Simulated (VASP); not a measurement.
Write the native input for VASP 6.6.1 that does the following.

* Task: single point
* Functional: PBEsol
* Potentials or basis: VASP PAW PBE potentials, release 64 (Li_sv)
* Cutoff: 520 eV
* k mesh: 12 × 12 × 12
* Occupations: fermi-dirac, width 0.05 eV
* Spin: no spin polarisation
* Dipole correction: no
* Further INCAR settings: ALGO = Normal; EDIFF = 1e-06; NBANDS = 12

The structure of Li lies in POSCAR:

```
Li
1.0
    1.5815089450      0.9130846151      7.5883000000
   -1.5815089450      0.9130846151      7.5883000000
    0.0000000000     -1.8261692303      7.5883000000
Li
3
Direct
    0.0000000000      0.0000000000      0.0000000000
    0.2220000000      0.2220000000      0.2220000000
    0.7780000000      0.7780000000      0.7780000000
```

This cell differs from its parent crystal: equal xx and yy strain of +2 %.

One way to write it, as run:

INCAR

```
SYSTEM = Li
  PREC = Accurate
  ENCUT = 520
  EDIFF = 1E-6
  ISMEAR = -1
  SIGMA = 0.05
  LREAL = .FALSE.
  LASPH = .TRUE.
  NELM = 60
  ALGO = Normal
  ISIF = 2
  LWAVE = .FALSE.
  LCHARG = .TRUE.
  GGA = PS
  LELF = .TRUE.
  LVHAR = .TRUE.
  NBANDS = 12
```

KPOINTS

```
regular mesh
0
G
  12 12 12
  0 0 0
```

Potentials or basis: VASP PAW PBE potentials, release 64 (Li_sv).

Run with:

```console
$ cat potpaw_PBE.64/Li_sv/POTCAR > POTCAR
$ mpirun -np 1 vasp_std > vasp.out
```

Results of the run:

```json
{
 "Largest force": "0.009 eV/Å",
 "Band gap on the k mesh": "zero (an odd number of electrons rules out a gap without spin polarisation)"
}
```

Caveat: the cell differs from its parent crystal (equal xx and yy strain of +2 %); the PAW data sets were made with another functional, which shifts forces and pressure a little.

Run time: 8.8 min on 1 thread of Intel(R) Xeon(R) Platinum 8259CL CPU @ 2.50GHz (Skylake/Cascade Lake) (shared host), peak memory 0.5 GiB.
